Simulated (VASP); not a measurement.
# Sb in VASP: further runs

The runs below take Sb through single point, with PBE+D3(BJ).

Program: VASP 6.6.1. These are calculated values, not measurements. Logs are shortened: lines on timing, memory, paths and dates and some standing lists are left out, and cuts for length are marked.

## 1. The cell of the first run

The cell holds a slab with vacuum, 4 atoms: a = 4.069 Å, b = 4.069 Å, c = 20.800 Å, α = 90.00°, β = 90.00°, γ = 120.00°.

## 2. Single point, PBE+D3(BJ)

INCAR reads:

```
SYSTEM = Sb
  PREC = Accurate
  ENCUT = 520
  EDIFF = 1E-6
  ISMEAR = 0
  SIGMA = 0.05
  LREAL = .FALSE.
  LASPH = .TRUE.
  NELM = 60
  ALGO = Normal
  ISIF = 2
  LWAVE = .FALSE.
  LCHARG = .TRUE.
  LDIPOL = .TRUE.
  IDIPOL = 3
  DIPOL = 0.5 0.5 0.388
  GGA = PE
  IVDW = 12
  LELF = .TRUE.
  LVHAR = .TRUE.
  LVACPOTAV = .TRUE.
  NBANDS = 18
```

KPOINTS reads:

```
regular mesh
0
G
  9 9 1
  0 0 0
```

POSCAR reads:

```
Sb
1.0
    4.0686848921      0.0000000000      0.0000000000
   -2.0343424461      3.5235844766      0.0000000000
    0.0000000000      0.0000000000     20.8000277116
Sb
4
Direct
    0.3333333333      0.6666666667      0.2956733491
    0.6666666667      0.3333333333      0.2163458656
    0.2222222222      1.4444444444      0.5600967399
    0.5555555556      1.1111111111      0.4807692564
```

Potentials or basis: VASP PAW PBE potentials, release 64 (Sb).

On the command line:

```
$ cat potpaw_PBE.64/Sb/POTCAR > POTCAR
$ mpirun -np 1 vasp_std > vasp.out
```

OUTCAR:

```text
SYSTEM = Sb
   PREC = Accurate
   ENCUT = 520
   EDIFF = 1E-6
   ISMEAR = 0
   LREAL = .FALSE.
   LASPH = .TRUE.
   NELM = 60
   ISIF = 2
   GGA = PE
   IVDW = 12
 IVDW          = 12

 ion  position               nearest neighbor table
   1  0.333  0.667  0.296-   2 2.87   2 2.87   2 2.87
   2  0.667  0.333  0.216-   1 2.87   1 2.87   1 2.87
   3  0.222  0.444  0.560-   4 2.87   4 2.87   4 2.87
   4  0.556  0.111  0.481-   3 2.87   3 2.87   3 2.87

  LATTYP: Found a hexagonal cell.
 ALAT       =     4.0686848921
 C/A-ratio  =     5.1122237930

  Lattice vectors:

 A1 = (   4.0686848921,   0.0000000000,   0.0000000000)
 A2 = (  -2.0343424461,   3.5235844766,   0.0000000000)
 A3 = (   0.0000000000,   0.0000000000,  20.8000277116)

Analysis of symmetry for initial positions (statically):
=====================================================================
 Subroutine PRICEL returns:
 Original cell was already a primitive cell.

 Routine SETGRP: Setting up the symmetry group for a
 hexagonal supercell.

 Subroutine GETGRP returns: Found  4 space group operations
 (whereof  2 operations were pure point group operations)
 out of a pool of 24 trial point group operations.

The static configuration has the point symmetry C_1h.
 The point group associated with its full space group is C_2h.

Analysis of symmetry for dynamics (positions and initial velocities):
=====================================================================
 Subroutine PRICEL returns:
 Original cell was already a primitive cell.

 Routine SETGRP: Setting up the symmetry group for a
 hexagonal supercell.

 Subroutine GETGRP returns: Found  4 space group operations
 (whereof  2 operations were pure point group operations)
 out of a pool of 24 trial point group operations.

The dynamic configuration has the point symmetry C_1h.
 The point group associated with its full space group is C_2h.

 Subroutine INISYM returns: Found  4 space group operations
 (whereof  2 operations are pure point group operations),
 and found     1 'primitive' translations

----------------------------------------------------------------------------------------

                                     Primitive cell

  volume of cell :     298.1966

  direct lattice vectors                    reciprocal lattice vectors
     4.068684892  0.000000000  0.000000000     0.245779663  0.141900954  0.000000000
    -2.034342446  3.523584477  0.000000000     0.000000000  0.283801909  0.000000000
     0.000000000  0.000000000 20.800027712     0.000000000  0.000000000  0.048076859
[... 94 lines left out ...]
   ISYM   =      2    0-nonsym 1-usesym 2-fastsym
   POTIM  = 0.5000    time-step for ionic-motion
   TEBEG  =    0.0;   TEEND  =   0.0 temperature during run
   PSTRESS=    0.0 pullay stress
   NELECT =      20.0000    total number of electrons
   NUPDOWN=      -1.0000    fix difference up-down
   EMIN   =  10.00;   EMAX   =-10.00  energy-range for DOS
   EFERMI =   0.00;   METHOD = LEGACY
   ISMEAR =     0;   SIGMA  =   0.05  broadening in eV -4-tet -1-fermi 0-gaus
   EFERMI_NEDOS =   21; number of points for ismear=-14 and -15
   IALGO  =     38    algorithm
   IMIX   =      4    mixing-type and parameters
     AMIX     =   0.40;   BMIX     =  1.00
     AMIX_MAG =   1.60;   BMIX_MAG =  1.00
  volume/ion in A,a.u.               =      74.55       503.08
  Fermi-wavevector in a.u.,A,eV,Ry     =   0.665146  1.256945  6.019487  0.442420
  Thomas-Fermi vector in A             =   1.739052
   LORBIT       =      0    0 simple, 1 ext, 2 COOP (PROOUT), +10 PAW based schemes
   GGA     = PE    functional components
   LHFCALC =     F    Hartree Fock is set to
   AEXX    =    0.0000 exact exchange contribution
   IVDW    =    12    specifies the selected vdW correction
   LEPSILON=     F    determine dielectric tensor
   LRPA    =     F    only Hartree local field effects (RPA)
 non-spin polarized calculation
 Gauss-broadening in eV      SIGMA  =   0.05
  energy-cutoff  :      520.00
  volume of cell :      298.20
 maximum number of plane-waves:      8073
   NGX = 15   NGY = 15   NGZ = 77

 dipolmoment           0.000000      0.000000      0.000039 electrons x Angstroem

 number of electron      20.0000000 magnetization

 dipolmoment           0.000000      0.000000     -0.000001 electrons x Angstroem

 Free energy of the ion-electron system (eV)
  ---------------------------------------------------
  ext. energy  EPLUGINS =         0.00000000
  ---------------------------------------------------
  free energy    TOTEN  =       -16.21194776 eV

  energy without entropy =      -16.21194776  energy(sigma->0) =      -16.21194776

 E-fermi :   0.1244     XC(G=0):  -4.7616

 val. band max:       -0.1035006930   @ k =   0.0000   0.0000   0.0000
 cond. band min:       0.7828065145   @ k =   0.3333  -0.0000   0.0000
 fundamental gap:      0.8863072075
 Fermi energy:         0.1243860458

 k-point     1 :       0.0000    0.0000    0.0000
  band No.  band energies     occupation
      1     -11.6545      2.00000
      2     -11.5950      2.00000
      3      -6.7713      2.00000
      4      -6.3754      2.00000
      5      -1.4210      2.00000
      6      -0.3146      2.00000
[... 481 lines left out ...]
      5      -3.5540      2.00000
      6      -3.4925      2.00000
[... 10 lines left out ...]
     17       5.6449      0.00000
     18       6.0332      0.00000

 [... further k-points ...]

------------------------ aborting loop because EDIFF is reached ----------------------------------------

 Edisp (eV)   -1.16467

 E8    (eV) :    -0.5586

  FORCE on cell =-STRESS in cart. coord.  units (eV):
  Direction    XX          YY          ZZ          XY          YZ          ZX
  --------------------------------------------------------------------------------------
  -------------------------------------------------------------------------------------
  Total       0.06987     0.00900    -0.25115    -0.00000     0.19985    -0.00000
  in kB       0.37540     0.04835    -1.34938    -0.00000     1.07379    -0.00000
  external pressure =       -0.31 kB  Pullay stress =        0.00 kB

 VOLUME and BASIS-vectors are now :
 -----------------------------------------------------------------------------
  energy-cutoff  :      520.00
  volume of cell :      298.20
      direct lattice vectors                 reciprocal lattice vectors
     4.068684892  0.000000000  0.000000000     0.245779663  0.141900954  0.000000000
    -2.034342446  3.523584477  0.000000000     0.000000000  0.283801909  0.000000000
     0.000000000  0.000000000 20.800027712     0.000000000  0.000000000  0.048076859

 POSITION                                       TOTAL-FORCE (eV/Angst)
 -----------------------------------------------------------------------------------
     -0.00000      2.34906      6.15001         0.000000     -0.019012      0.185836
      2.03434      1.17453      4.50000         0.000000     -0.018105     -0.067942
     -0.00000      1.56604     11.65003        -0.000000      0.018105      0.067942
      2.03434      0.39151     10.00001        -0.000000      0.019012     -0.185836
 -----------------------------------------------------------------------------------
    total drift:                               -0.000000     -0.000000     -0.000020

  FREE ENERGIE OF THE ION-ELECTRON SYSTEM (eV)
  ---------------------------------------------------
  free  energy   TOTEN  =       -17.3766168691 eV

  energy  without entropy=      -17.3766168691  energy(sigma->0) =      -17.37661687

 vacuum level on the upper side and lower side of the slab         4.621         4.621
```

It took 5.9 min on 1 thread of AMD EPYC 7R13, shared host; peak memory 0.4 GiB.

Results:

```yaml
Free_energy: -17.3766 eV
Largest_force: 0.187 eV/Å
Band_gap_on_the_k_mesh: 0.89 eV, indirect (least direct gap 1.49 eV)
Dispersion_energy_per_atom: -0.291 eV
```

Forces on the atoms (eV/Å):
```
Sb   0.000 -0.019  0.186
Sb   0.000 -0.018 -0.068
Sb   0.000  0.018  0.068
Sb   0.000  0.019 -0.186
```

Levels at points of the mesh, in eV from the valence-band top:
```csv
k point,band 8,band 9,band 10,band 11,band 12,band 13
"(0.00, 0.00, 0.00)",-0.03,-0.02,0.00,1.49,1.98,2.73
```

Caveat: spin-orbit coupling is left out, which moves the levels of the heavy elements.

## 3. Single point, PBE+D3(BJ)

INCAR reads:

```
ALGO     = Normal         # electronic algorithm
DIPOL    = 0.5 0.5 0.388
EDIFF    = 1E-7           # SCF threshold, eV
ENCUT    = 520            # plane-wave cutoff, eV
GGA      = PE             # functional
IDIPOL   = 3            
ISIF     = 2              # what is computed and relaxed
ISMEAR   = 0              # smearing method
IVDW     = 12             # dispersion correction
LASPH    = True           # aspherical terms in the spheres
LCHARG   = False          # write CHGCAR
LDIPOL   = True         
LREAL    = False          # projectors in reciprocal space
LWAVE    = False          # write WAVECAR
NBANDS   = 18             # bands
NELM     = 100            # most SCF steps
PREC     = Accurate       # precision mode
SIGMA    = 0.05           # smearing width, eV
```

KPOINTS reads:

```
k-points
0
Gamma
  9 9 1
```

POSCAR, as its differences from that of step 2:

```diff
@@ -10,3 +10,3 @@
     0.6666666667      0.3333333333      0.2163458656
-    0.2222222222      1.4444444444      0.5600967399
-    0.5555555556      1.1111111111      0.4807692564
+    0.4444444444      1.2222222222      0.5600967399
+    0.7777777778      0.8888888889      0.4807692564
```

Potentials or basis: VASP PAW PBE potentials, release 64 (Sb).

On the command line:

```
$ cat potpaw_PBE.64/Sb/POTCAR > POTCAR
$ mpirun -np 1 vasp_std > vasp.out
```

Wall time 5.7 min (1 thread of AMD EPYC 7R13, shared host); peak memory 0.4 GiB.

It converged, with:

| Property | Result |
| --- | --- |
| Free energy | -17.3676 eV |
| Largest force | 0.165 eV/Å |
| Band gap on the k mesh | 0.89 eV, indirect (least direct gap 1.49 eV) |
| Dispersion energy per atom | -0.291 eV |

Forces in eV/Å, atoms in the order of the input:
```
Sb  -0.010 -0.006  0.165
Sb  -0.013 -0.007 -0.062
Sb   0.013  0.007  0.062
Sb   0.010  0.006 -0.165
```

Levels at points of the mesh, in eV from the valence-band top:
| k point | band 7 | band 8 | band 9 | band 10 | band 11 | band 12 | band 13 | band 14 |
| --- | --- | --- | --- | --- | --- | --- | --- | --- |
| (0.00, 0.00, 0.00) | -0.04 | -0.04 | -0.01 | 0.00 | 1.49 | 1.97 | 2.73 | 2.76 |

Caveat: spin-orbit coupling is left out, which moves the levels of the heavy elements.

(Part 1 of 2 ends here.)
